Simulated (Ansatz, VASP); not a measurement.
**One calculation of ZnSe, two programs**

```xyz
2
Lattice="0.0000 2.8943 2.8943 2.8943 0.0000 2.8943 2.8943 2.8943 0.0000" Properties=species:S:1:pos:R:3 pbc="T T T"
Zn    0.0000    0.0000    0.0000
Se    1.4471    1.4471    1.4471
```

Alike in both runs: task single point; functional PBE; k mesh 8 × 8 × 8; occupations gaussian, width 0.02 eV; no spin polarisation.

|  | VASP | Ansatz |
| --- | --- | --- |
| version | VASP 6.6.1 | Ansatz 0.2.0 |
| potentials or method | VASP PAW PBE potentials, release 64 (Zn, Se), cutoff 520 eV | scalar-relativistic, plane waves, PAW |
| valence electrons in the cell | 18 | 28 |

```tsv
	VASP	Ansatz	Ansatz less VASP
gap on the k mesh at the Fermi level (eV)	1.04	1.04	0.000
least direct gap on the mesh (eV)	1.04	1.04	0.000
pressure (GPa)	-1.4	-1.5	-0.19
```

VASP's potentials hold 18 valence electrons a cell and Ansatz's 28, so a difference there can come from the potentials and not from the codes.
